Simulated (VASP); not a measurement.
Here is a VASP 6.6.1 calculation.

File INCAR:

```
PREC = Accurate
ENCUT = 520
EDIFF = 1E-6
ISMEAR = 0
SIGMA = 0.15
LREAL = F
LASPH = T
NELM = 100
ALGO = Fast
ISIF = 2
LWAVE = F
LCHARG = T
GGA = PS
LELF = T
LVHAR = T
NBANDS = 16
```

The input KPOINTS:

```
regular mesh
0
Gamma
  16 16 16
```

File POSCAR:

```
Al2Cu
1.0
   -2.0246315513      2.0246315513      2.8630136555
    2.0246315513     -2.0246315513      2.8630136555
    2.0246315513      2.0246315513     -2.8630136555
Al Cu
2 1
Direct
    0.7500000000      0.2500000000      0.5000000000
    0.2500000000      0.7500000000      0.5000000000
    0.4773147577      0.4924382526     -0.0151234949
```

Potentials or basis: VASP PAW PBE potentials, release 64 (Al, Cu).

The run is started by

```bash
$ cat potpaw_PBE.64/Al/POTCAR potpaw_PBE.64/Cu/POTCAR > POTCAR
$ mpirun -np 1 vasp_std > vasp.out
```

Predict the pressure.

0.5 GPa.

What does it give for the largest force?

0.575 eV/Å.

Forces on the atoms (eV/Å):
```
Al   0.000 -0.268 -0.189
Al   0.000 -0.202 -0.143
Cu   0.000  0.470  0.332
```

Caveat: the cell differs from its parent crystal (all Cu atoms moved +0.075 Å, as atom 3 towards its neighbour atom 1 (Al) at 2.480 Å); the PAW data sets were made with another functional, which shifts forces and pressure a little.
